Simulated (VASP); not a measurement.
# Hg (P-1) in VASP: a series of runs

Hg is run at these levels: PBE, r2SCAN; tasks: single point.

Program: VASP 6.6.1. These are calculated values, not measurements. Logs are shortened: lines on timing, memory, paths and dates and some standing lists are left out, and cuts for length are marked.

## 1. The cell of the first run

The typed cell holds 1 atom: a = 3.491 Å, b = 3.558 Å, c = 9.143 Å, α = 79.55°, β = 89.97°, γ = 61.77°.

## 2. Single point, PBE (strained)

The input, INCAR:

```
ALGO = Normal ; EDIFF = 1E-6
ENCUT = 520 ; GGA = PE
ISIF = 2 ; ISMEAR = 0
LASPH = T ; LCHARG = F
LREAL = F ; LWAVE = F
NBANDS = 12 ; NELM = 80
PREC = Accurate ; SIGMA = 0.02
```

The input, KPOINTS:

```
k-points
0
Gamma
  10 10 4
```

The input, POSCAR:

```
Hg
1.0
    3.4911161098     -0.0343423969      0.0067331399
    1.7140130233      3.1179775224     -0.0176837285
    0.0071369168      1.9387019774      8.9346803640
Hg
1
Direct
    0.5000000000      0.0000000000      0.0000000000
```

Potentials or basis: VASP PAW PBE potentials, release 64 (Hg).

The run is started by

```
cat potpaw_PBE.64/Hg/POTCAR > POTCAR
mpirun -np 1 vasp_std > vasp.out
```

OUTCAR:

```text
EDIFF = 1E-6
   ENCUT = 520
   GGA = PE
   ISIF = 2
   ISMEAR = 0
   LASPH = T
   LREAL = F
   NELM = 80
   PREC = Accurate

 ion  position               nearest neighbor table
   1  0.500  0.000  0.000-

  LATTYP: Found a triclinic cell.
 ALAT       =     3.5580805483
 B/A-ratio  =     0.9812289141
 C/A-ratio  =     2.5695314055
 COS(alpha) =     0.0005794137
 COS(beta)  =     0.1813416611
 COS(gamma) =     0.4730703882

  Lattice vectors:

 A1 = (  -1.7140130233,  -3.1179775224,   0.0176837285)
 A2 = (  -3.4911161098,   0.0343423969,  -0.0067331399)
 A3 = (  -0.0071369168,  -1.9387019774,  -8.9346803640)

Analysis of symmetry for initial positions (statically):
=====================================================================
 Subroutine PRICEL returns:
 Original cell was already a primitive cell.

 Routine SETGRP: Setting up the symmetry group for a
 triclinic supercell.

 Subroutine GETGRP returns: Found  2 space group operations
 (whereof  2 operations were pure point group operations)
 out of a pool of  2 trial point group operations.

The static configuration has the point symmetry S_2 .

Analysis of symmetry for dynamics (positions and initial velocities):
=====================================================================
 Subroutine PRICEL returns:
 Original cell was already a primitive cell.

 Routine SETGRP: Setting up the symmetry group for a
 triclinic supercell.

 Subroutine GETGRP returns: Found  2 space group operations
 (whereof  2 operations were pure point group operations)
 out of a pool of  2 trial point group operations.

The dynamic configuration has the point symmetry S_2 .

 Subroutine INISYM returns: Found  2 space group operations
 (whereof  2 operations are pure point group operations),
 and found     1 'primitive' translations

----------------------------------------------------------------------------------------

                                     Primitive cell

  volume of cell :      97.9238

  direct lattice vectors                    reciprocal lattice vectors
     3.491116110 -0.034342397  0.006733140     0.284837919 -0.156389786  0.033706894
     1.714013023  3.117977522 -0.017683728     0.003266742  0.318532913 -0.069119843
     0.007136917  1.938701977  8.934680364    -0.000208187  0.000748303  0.111761217

  length of vectors
     3.491291513  3.558080548  9.142599712     0.326690312  0.325962331  0.111763916

  position of ions in fractional coordinates (direct lattice)
     0.500000000  0.000000000  0.000000000

  ion indices of the primitive-cell ions
   primitive index   ion index
                 1           1

----------------------------------------------------------------------------------------

 KPOINTS: k-points

Automatic generation of k-mesh.
 Grid dimensions read from file:
 generate k-points for:   10   10    4

 Generating k-lattice:

  Cartesian coordinates                     Fractional coordinates (reciprocal lattice)
     0.028483792 -0.015638979  0.003370689     0.100000000 -0.000000000 -0.000000000
     0.000326674  0.031853291 -0.006911984    -0.000000000  0.100000000  0.000000000
    -0.000052047  0.000187076  0.027940304     0.000000000  0.000000000  0.250000000

  Length of vectors
     0.032669031  0.032596233  0.027940979

  Shift w.r.t. Gamma in fractional coordinates (k-lattice)
     0.000000000  0.000000000  0.000000000

 Subroutine IBZKPT returns following result:
 ===========================================

 Found    204 irreducible k-points:

 Following reciprocal coordinates:
            Coordinates               Weight
  0.000000  0.000000  0.000000      1.000000
  0.100000  0.000000  0.000000      2.000000
  0.200000  0.000000  0.000000      2.000000
  0.300000  0.000000  0.000000      2.000000
  0.400000  0.000000  0.000000      2.000000
  0.500000 -0.000000  0.000000      1.000000
[... 16 lines left out ...]
 -0.400000  0.200000  0.000000      2.000000
 -0.300000  0.200000  0.000000      2.000000
 [... further k-points ...]
   k-points           NKPTS =    204   k-points in BZ     NKDIM =    204   number of bands    NBANDS=     12
   number of dos      NEDOS =    301   number of ions     NIONS =      1
   total plane-waves  NPLWV =  54880
   dimension x,y,z NGX =    28 NGY =   28 NGZ =   70
   dimension x,y,z NGXF=    56 NGYF=   56 NGZF=  140
   ions per type =               1
   NGX,Y,Z   is equivalent  to a cutoff of  13.33, 13.08, 12.73 a.u.
   NGXF,Y,Z  is equivalent  to a cutoff of  26.67, 26.17, 25.46 a.u.
 SYSTEM =  unknown system
   PREC   = accura    normal or accurate (medium, high low for compatibility)
   ISTART =      0    job   : 0-new  1-cont  2-samecut
   ICHARG =      2    charge: 1-file 2-atom 10-const
   ISPIN  =      1    spin polarized calculation?
   LNONCOLLINEAR =      F non collinear calculations
   LSORBIT =      F    spin-orbit coupling
   LASPH  =      T    aspherical Exc in radial PAW
   ENCUT  =  520.0 eV  38.22 Ry    6.18 a.u.   6.49  6.62 17.00*2*pi/ulx,y,z
   NELM   =     80;   NELMIN=  2; NELMDL= -5     # of ELM steps
   EDIFF  = 0.1E-05   stopping-criterion for ELM
   LREAL  =      F    real-space projection
[... 7 lines left out ...]
   TEBEG  =    0.0;   TEEND  =   0.0 temperature during run
   PSTRESS=    0.0 pullay stress
   NELECT =      12.0000    total number of electrons
   NUPDOWN=      -1.0000    fix difference up-down
   EMIN   =  10.00;   EMAX   =-10.00  energy-range for DOS
   EFERMI =   0.00;   METHOD = LEGACY
   ISMEAR =     0;   SIGMA  =   0.02  broadening in eV -4-tet -1-fermi 0-gaus
   EFERMI_NEDOS =   21; number of points for ismear=-14 and -15
   IALGO  =     38    algorithm
   IMIX   =      4    mixing-type and parameters
     AMIX     =   0.40;   BMIX     =  1.00
     AMIX_MAG =   1.60;   BMIX_MAG =  1.00
  volume/ion in A,a.u.               =      97.92       660.82
  Fermi-wavevector in a.u.,A,eV,Ry     =   0.813153  1.536637  8.996423  0.661218
  Thomas-Fermi vector in A             =   1.922827
   LORBIT       =      0    0 simple, 1 ext, 2 COOP (PROOUT), +10 PAW based schemes
   GGA     = PE    functional components
   LHFCALC =     F    Hartree Fock is set to
   AEXX    =    0.0000 exact exchange contribution
   IVDW    =     0    specifies the selected vdW correction
   LEPSILON=     F    determine dielectric tensor
   LRPA    =     F    only Hartree local field effects (RPA)
 non-spin polarized calculation
 Gauss-broadening in eV      SIGMA  =   0.02
  energy-cutoff  :      520.00
  volume of cell :       97.92
 maximum number of plane-waves:      2669
 NGX is ok and might be reduce to    28
   NGX = 13   NGY = 13   NGZ = 33

 number of electron      12.0000002 magnetization

 Free energy of the ion-electron system (eV)
  ---------------------------------------------------
  ext. energy  EPLUGINS =         0.00000000
  ---------------------------------------------------
  free energy    TOTEN  =        -0.10304233 eV

  energy without entropy =       -0.10304233  energy(sigma->0) =       -0.10304233

 E-fermi :  -3.3971     XC(G=0):  -4.1586

 val. band max:       -3.5364358859   @ k =  -0.4000   0.3000   0.5000
 cond. band min:      -1.6822250191   @ k =  -0.0000   0.5000   0.5000
 fundamental gap:      1.8542108668
 Fermi energy:        -3.3971427083

 k-point     1 :       0.0000    0.0000    0.0000
  band No.  band energies     occupation
      1      -8.8771      2.00000
      2      -8.5753      2.00000
      3      -8.4500      2.00000
      4      -8.1982      2.00000
      5      -8.1721      2.00000
      6      -7.3493      2.00000
      7      -1.2841      0.00000
      8       1.0820      0.00000
      9       5.0682      0.00000
     10       6.0617      0.00000
     11       8.6637      0.00000
     12       9.2926      0.00000

 k-point     2 :       0.1000    0.0000    0.0000
  band No.  band energies     occupation
      1      -8.7982      2.00000
      2      -8.5611      2.00000
      3      -8.4309      2.00000
      4      -8.2281      2.00000
      5      -8.1918      2.00000
      6      -7.2319      2.00000
      7      -1.0912      0.00000
      8       1.2407      0.00000
      9       5.1930      0.00000
     10       6.2274      0.00000
     11       7.3507      0.00000
     12       8.3930      0.00000

 k-point     3 :       0.2000    0.0000    0.0000
  band No.  band energies     occupation
      1      -8.7127      2.00000
      2      -8.4925      2.00000
      3      -8.3299      2.00000
      4      -8.3234      2.00000
      5      -8.2151      2.00000
      6      -6.8169      2.00000
      7      -0.5366      0.00000
      8       1.7159      0.00000
      9       4.5858      0.00000
     10       5.5691      0.00000
     11       6.8251      0.00000
     12       7.3478      0.00000
[... 286 lines left out ...]
 k-point    23 :      -0.4000    0.2000    0.0000
  band No.  band energies     occupation
      1      -8.6343      2.00000
      2      -8.5272      2.00000
      3      -8.3530      2.00000
      4      -8.2322      2.00000
      5      -8.1337      2.00000
      6      -3.7092      2.00000
      7      -0.8584      0.00000
      8       2.3730      0.00000
      9       2.4385      0.00000
     10       4.8452      0.00000
     11       5.6210      0.00000
     12       5.8456      0.00000

 k-point    24 :      -0.3000    0.2000    0.0000
  band No.  band energies     occupation
      1      -8.6108      2.00000
      2      -8.4971      2.00000
      3      -8.3393      2.00000
      4      -8.3201      2.00000
      5      -8.1341      2.00000
      6      -4.5252      2.00000
      7       0.2275      0.00000
      8       1.6980      0.00000
      9       2.6216      0.00000
     10       4.2095      0.00000
     11       5.8576      0.00000
     12       7.1388      0.00000

 [... further k-points ...]

------------------------ aborting loop because EDIFF is reached ----------------------------------------

  FORCE on cell =-STRESS in cart. coord.  units (eV):
  Direction    XX          YY          ZZ          XY          YZ          ZX
  --------------------------------------------------------------------------------------
  -------------------------------------------------------------------------------------
  Total        0.0282023     -0.0275989     -0.0159981      0.0122401      0.0000846      0.0000826
  in kB        0.4614314     -0.4515580     -0.2617520      0.2002656      0.0013849      0.0013520
  external PRESSURE =      -0.0839596 kB  Pullay stress =       0.0000000 kB

 VOLUME and BASIS-vectors are now :
 -----------------------------------------------------------------------------
  energy-cutoff  :      520.00
  volume of cell :       97.92
      direct lattice vectors                 reciprocal lattice vectors
     3.491116110 -0.034342397  0.006733140     0.284837919 -0.156389786  0.033706894
     1.714013023  3.117977522 -0.017683728     0.003266742  0.318532913 -0.069119843
     0.007136917  1.938701977  8.934680364    -0.000208187  0.000748303  0.111761217

 POSITION                                       TOTAL-FORCE (eV/Angst)
 -----------------------------------------------------------------------------------
      1.74556     -0.01717      0.00337        -0.000000      0.000000      0.000000
 -----------------------------------------------------------------------------------
    total drift:                                0.000000     -0.000000     -0.000000

  FREE ENERGIE OF THE ION-ELECTRON SYSTEM (eV)
  ---------------------------------------------------
  free  energy   TOTEN  =        -0.1030423281 eV

  energy  without entropy=       -0.1030423281  energy(sigma->0) =       -0.10304233
```

It took 4.3 min on 1 thread of Intel Xeon 8259CL, shared host; peak memory 0.39 GiB.

What came out:

* Free energy: -0.1030 eV
* Pressure: 0.0 GPa
* Band gap on the k mesh: 1.85 eV (least direct gap 2.21 eV)

Stress tensor (GPa, compression positive):
```
 0.05  0.02  0.00
 0.02 -0.05  0.00
 0.00  0.00 -0.03
```

Caveat: the cell differs from its parent crystal (strained); spin-orbit coupling is left out, which moves the levels of the heavy elements.

## 3. Single point, r2SCAN (strained)

The input, POSCAR:

```
Hg
1.0
    3.3819648071      0.0000000000      0.0000000000
    1.6893675190      2.9423233772      0.0000000000
    0.0087681105      1.8773857441      8.6141439058
Hg
1
Direct
    0.5000000000      0.0000000000      0.0000000000
```

The input, INCAR.step1:

```
SYSTEM = Hg
ALGO = Normal
EDIFF = 1E-4
ENCUT = 520
GGA = PE
ISMEAR = 0
LASPH = .TRUE.
LCHARG = .FALSE.
LREAL = .FALSE.
LWAVE = .TRUE.
NBANDS = 12
NELM = 60
PREC = Accurate
SIGMA = 0.02
```

The input, INCAR.step2:

```
SYSTEM = Hg
ALGO = Normal
EDIFF = 1E-6
ENCUT = 520
ISIF = 2
ISMEAR = 0
ISTART = 1
LASPH = .TRUE.
LCHARG = .FALSE.
LMIXTAU = .TRUE.
LREAL = .FALSE.
LWAVE = .FALSE.
METAGGA = R2SCAN
NBANDS = 12
NELM = 60
PREC = Accurate
SIGMA = 0.02
```

The input, KPOINTS:

```
k-points
0
G
  10 10 4
  0 0 0
```

Potentials or basis: VASP PAW PBE potentials, release 64 (Hg).

The run is started by

```
cat potpaw_PBE.64/Hg/POTCAR > POTCAR
cp INCAR.step1 INCAR
mpirun -np 1 vasp_std > vasp.out
cp INCAR.step2 INCAR
mpirun -np 1 vasp_std > vasp.out
```

OUTCAR:

```text
SYSTEM = Hg
   EDIFF = 1E-6
   ENCUT = 520
   ISIF = 2
   ISMEAR = 0
   ISTART = 1
   LASPH = .TRUE.
   LREAL = .FALSE.
   METAGGA = R2SCAN
   NELM = 60
   PREC = Accurate

 ion  position               nearest neighbor table
   1  0.500  0.000  0.000-

  LATTYP: Found a triclinic cell.
 ALAT       =     5.8630775552
 B/A-ratio  =     0.5768241636
 C/A-ratio  =     1.9776937969
 COS(alpha) =     0.0004776338
 COS(beta)  =     0.3363483479
 COS(gamma) =     0.8649608125

[... 543 lines left out ...]
     11       6.8701      0.00000
     12       8.2759      0.00000

 [... further k-points ...]

------------------------ aborting loop because EDIFF is reached ----------------------------------------

  FORCE on cell =-STRESS in cart. coord.  units (eV):
  Direction    XX          YY          ZZ          XY          YZ          ZX
  --------------------------------------------------------------------------------------
  -------------------------------------------------------------------------------------
  Total        0.0007829     -0.0104550     -0.0158947      0.0006811     -0.0001286      0.0000144
  in kB        0.0146326     -0.1954170     -0.2970921      0.0127315     -0.0024039      0.0002699
  external PRESSURE =      -0.1592922 kB  Pullay stress =       0.0000000 kB

 VOLUME and BASIS-vectors are now :
 -----------------------------------------------------------------------------
  energy-cutoff  :      520.00
  volume of cell :       85.72
      direct lattice vectors                 reciprocal lattice vectors
     3.381964807  0.000000000  0.000000000     0.295686105 -0.169771448  0.036699397
     1.689367519  2.942323377  0.000000000     0.000000000  0.339867469 -0.074071475
     0.008768111  1.877385744  8.614143906     0.000000000  0.000000000  0.116088147

 POSITION                                       TOTAL-FORCE (eV/Angst)
 -----------------------------------------------------------------------------------
      1.69098      0.00000      0.00000        -0.000000      0.000000      0.000000
 -----------------------------------------------------------------------------------
    total drift:                                0.000000     -0.000000     -0.000000

  FREE ENERGIE OF THE ION-ELECTRON SYSTEM (eV)
  ---------------------------------------------------
  free  energy   TOTEN  =       -49.1390439420 eV

  energy  without entropy=      -49.1390439420  energy(sigma->0) =      -49.13904394
```

OUTCAR.step1:

```text
SYSTEM = Hg
   EDIFF = 1E-4
   ENCUT = 520
   GGA = PE
   ISMEAR = 0
   LASPH = .TRUE.
[... 583 lines left out ...]
 -----------------------------------------------------------------------------------
      1.69098      0.00000      0.00000         0.000000      0.000000      0.000000
 -----------------------------------------------------------------------------------
    total drift:                                0.000000     -0.000000     -0.000000

  FREE ENERGIE OF THE ION-ELECTRON SYSTEM (eV)
  ---------------------------------------------------
  free  energy   TOTEN  =        -0.0930732829 eV

  energy  without entropy=       -0.0930732828  energy(sigma->0) =       -0.09307328
```

Wall time 24 min (1 thread of Intel Xeon 8259CL, shared host); peak memory 0.37 GiB.

Results:

| Property | Result |
| --- | --- |
| Free energy | -49.1390 eV |
| Pressure | 0.0 GPa |
| Band gap on the k mesh | 1.70 eV (least direct gap 2.03 eV) |

Caveat: the cell differs from its parent crystal (strained); the PAW data sets were made with another functional, which shifts forces and pressure a little; spin-orbit coupling is left out, which moves the levels of the heavy elements. A k mesh can miss the band edges.
